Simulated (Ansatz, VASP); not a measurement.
# Si8C7N: VASP beside Ansatz

```
Si N C
1.0
     0.00000    4.37973   -4.37973
     4.37973    4.37973    0.00000
     4.37973    0.00000   -4.37973
Si N C
8 1 7
Cartesian
  1.0661 1.1364 -1.0674
  3.2881 3.2939 -1.0965
  1.0949 3.2939 -3.2897
  3.2882 5.4872 -3.2896
  3.3168 1.1362 -3.3183
  5.4461 3.2654 -3.3182
  3.3170 3.2652 -5.4472
  5.4747 5.4872 -5.4762
  2.1916 0.0111 -2.1929
  4.3814 2.2007 -2.1840
  2.1824 2.2007 -4.3829
  4.3815 4.3997 -4.3828
  4.3813 0.0017 -4.3828
  6.5804 2.2008 -4.3828
  4.3814 2.2007 -6.5817
  6.5713 4.3906 -6.5728
```

Alike in both runs: functional PBE; k mesh 3 × 3 × 3; occupations gaussian, width 0.01 eV; collinear spin.

Ansatz relaxed the structure, and its values are those at the end. VASP's run is a single point on that final structure, the one shown.

|  | VASP | Ansatz |
| --- | --- | --- |
| version | VASP 6.6.1 | Ansatz 0.2.0 |
| potentials or method | VASP PAW PBE potentials, release 64 (Si, N, C), cutoff 520 eV | scalar-relativistic, plane waves, PAW |
| valence electrons in the cell | 65 | 65 |

|  | VASP | Ansatz | Ansatz less VASP |
| --- | --- | --- | --- |
| gap on the k mesh at the Fermi level (eV) | none | none | - |
| rms of the force components (eV/Å) | 0.010 | 0.006 | -0.0035 |
| net moment per atom (μB) | 0.01 | 0.01 | 0.000 |

A gap of «none» marks a metal or a gap that the smearing closes.

The k mesh is coarse, so the values compare programs but aren't converged.
